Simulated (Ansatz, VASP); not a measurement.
TaN in VASP and in Ansatz

```xyz
2
Lattice="0.0000 2.1879 2.1879 2.1879 0.0000 2.1879 2.1879 2.1879 0.0000" Properties=species:S:1:pos:R:3 pbc="T T T"
Ta    2.1879    2.1879    2.1879
N     0.0000    0.0000    0.0000
```

Alike in both runs: task single point; functional PBEsol; k mesh 16 × 16 × 16; occupations gaussian, width 0.1 eV; no spin polarisation.

```csv
,VASP,Ansatz
version,VASP 6.6.1,Ansatz 0.2.0
potentials or method,"VASP PAW PBE potentials, release 64 (Ta_sv_GW, N), cutoff 600 eV","scalar-relativistic, plane waves, PAW"
valence electrons in the cell,18,18
```

```tsv
	VASP	Ansatz	Ansatz less VASP
gap on the k mesh at the Fermi level (eV)	none	none	-
pressure (GPa)	0.1	0.0	-0.07
```

VASP's potentials were made for PBE, not for PBEsol. A gap of «none» marks a metal or a gap that the smearing closes.

Spin-orbit coupling is off throughout.
